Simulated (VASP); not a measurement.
## Hf5O9 (a cell with a defect): single point with PBEsol

Hf5O9 (a cell with a defect):

```
Hf O
1.0
     0.00000    0.00000    5.04459
     5.04459   -2.52230    2.52230
     2.52230    5.04459    2.52230
Hf O
5 9
Direct
  0.80000 0.60000 0.80000
  0.00000 0.00000 0.00000
  0.20000 0.40000 0.20000
  0.40000 0.80000 0.40000
  0.60000 0.20000 0.60000
  0.25000 0.50000 0.50000
  0.45000 0.90000 0.70000
  0.65000 0.30000 0.90000
  0.85000 0.70000 0.10000
  0.15000 0.30000 0.90000
  0.35000 0.70000 0.10000
  0.36250 0.10000 0.30000
  0.75000 0.50000 0.50000
  0.95000 0.90000 0.70000
```

This cell differs from its parent crystal: atoms taken out, atom 12 moved 0.375 of the way to it and +0.000 Å across, host rigid.

```
Program             : VASP 6.6.1
Task                : single point
Functional          : PBEsol
Potentials or basis : VASP PAW PBE potentials, release 64 (Hf_pv, O)
Cutoff              : 520 eV
k mesh              : 4 × 4 × 4
Occupations         : gaussian, width 0.05 eV
Spin                : no spin polarisation
```

```yaml
Largest_force: 8.452 eV/Å
```

Forces on the atoms (eV/Å):
```
Hf   0.000  0.000  0.114
Hf  -4.341 -3.676 -0.846
Hf   6.326 -5.606 -0.018
Hf  -6.326  5.606 -0.018
Hf   4.341  3.676 -0.846
O   -1.421  0.462  0.200
O    0.453 -0.691  0.098
O   -0.453  0.691  0.098
O    1.421 -0.462  0.200
O   -0.606  1.361  0.012
O    1.863 -0.104 -0.481
O    0.000  0.000  1.954
O   -1.863  0.104 -0.481
O    0.606 -1.361  0.012
```

Levels at points of the mesh, in eV from the Fermi level:
| k point | band 47 | band 48 | band 49 | band 50 | band 51 | band 52 | band 53 | band 54 | band 55 | band 56 |
| --- | --- | --- | --- | --- | --- | --- | --- | --- | --- | --- |
| (0.00, 0.00, 0.00) | -0.97 | -0.79 | -0.66 | -0.63 | -0.48 | 0.05 | 3.33 | 3.42 | 3.78 | 4.52 |
| (0.50, 0.00, 0.00) | -1.59 | -1.28 | -1.24 | -0.90 | -0.80 | 1.50 | 2.96 | 3.44 | 4.16 | 4.45 |
| (0.50, 0.50, 0.00) | -1.46 | -1.25 | -1.04 | -1.03 | -0.89 | 1.55 | 2.86 | 3.55 | 4.20 | 4.29 |
| (0.00, 0.50, 0.00) | -1.23 | -0.81 | -0.57 | -0.39 | -0.32 | 0.27 | 2.86 | 3.82 | 4.20 | 4.45 |
| (0.00, 0.00, 0.50) | -1.01 | -0.99 | -0.53 | -0.39 | -0.32 | 1.25 | 2.65 | 3.89 | 4.06 | 4.65 |
| (0.00, 0.50, 0.50) | -1.29 | -0.95 | -0.74 | -0.59 | -0.05 | 1.03 | 2.99 | 3.86 | 4.28 | 4.43 |

Run time: 8.2 min on 1 thread of Intel Xeon 8259CL (shared host), peak memory 0.4 GiB.

Caveat: the cell carries a net charge on a neutralising background, which shifts energy and pressure; the cell differs from its parent crystal (atoms taken out, atom 12 moved 0.375 of the way to it and +0.000 Å across, host rigid); the cell is charged against a uniform background, so pressure and absolute levels hang on convention; the PAW data sets were made with another functional, which shifts forces and pressure a little; spin-orbit coupling is left out, which moves the levels of the heavy elements.
